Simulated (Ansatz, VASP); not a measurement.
FeGe: VASP beside Ansatz

```xyz
2
Lattice="3.0162 0.0000 0.0000 0.0000 3.0162 0.0000 0.0000 0.0000 3.0162" Properties=species:S:1:pos:R:3 pbc="T T T"
Fe    0.0000    0.0000    0.0000
Ge    1.3975    1.3595    1.3679
```

Alike in both runs: task single point; functional r2SCAN; k mesh 3 × 3 × 3; collinear spin.

|  | VASP | Ansatz |
| --- | --- | --- |
| version | VASP 6.6.1 | Ansatz development build ahead of 0.2.0 |
| potentials or method | VASP PAW PBE potentials, release 64 (Fe, Ge_d) | PAW (an earlier, plane waves, scalar-relativistic |
| plane-wave cutoff (eV) | 520 | 1230 |
| occupations | gaussian, width 0.05 eV | gaussian |

VASP gave:

| Quantity | Value |
| --- | --- |
| net moment per atom (μB) | 0.96 |
| size of the moment on the site where the two differ most (μB) | 1.97 |

Problem. Which values does Ansatz return?

Solution. net moment per atom (μB): 0.96; size of the moment on the site where the two differ most (μB): 1.96.

VASP's potentials were made for PBE, not for r2SCAN. Site moments also hang on the region over which each program counts them. Ansatz's warnings: stability check not made.

The k mesh is coarse, so the values compare programs but aren't converged.
